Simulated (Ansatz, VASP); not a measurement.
# One calculation of Al3GaN4, two programs

```
CELL_PARAMETERS angstrom
4.40712 0.00000 0.00000
0.00000 4.40712 0.00000
0.00000 0.00000 4.40712
ATOMIC_POSITIONS crystal
Al 0.50000 0.50000 0.00000
Al 0.50000 0.00000 0.50000
Al 0.00000 0.50000 0.50000
Ga 0.00000 0.00000 0.00000
N 0.74471 0.74471 0.25529
N 0.74471 0.25529 0.74471
N 0.25529 0.74471 0.74471
N 0.25529 0.25529 0.25529
```

Alike in both runs: task single point; functional PBEsol; k mesh 6 × 6 × 6; occupations gaussian, width 0.05 eV; no spin polarisation.

|  | VASP | Ansatz |
| --- | --- | --- |
| version | VASP 6.6.1 | Ansatz 0.2.0 |
| potentials or method | VASP PAW PBE potentials, release 64 (Al, Ga_d, N), cutoff 520 eV | scalar-relativistic, plane waves, PAW |
| valence electrons in the cell | 42 | 42 |

Ansatz gave:

| Quantity | Value |
| --- | --- |
| gap on the k mesh at the Fermi level (eV) | 3.32 |
| least direct gap on the mesh (eV) | 3.32 |
| pressure (GPa) | 0.0 |

Task: What did VASP give for the same quantities?

Result: gap on the k mesh at the Fermi level (eV): 3.32; least direct gap on the mesh (eV): 3.32; pressure (GPa): -0.1.

VASP's potentials were made for PBE, not for PBEsol.
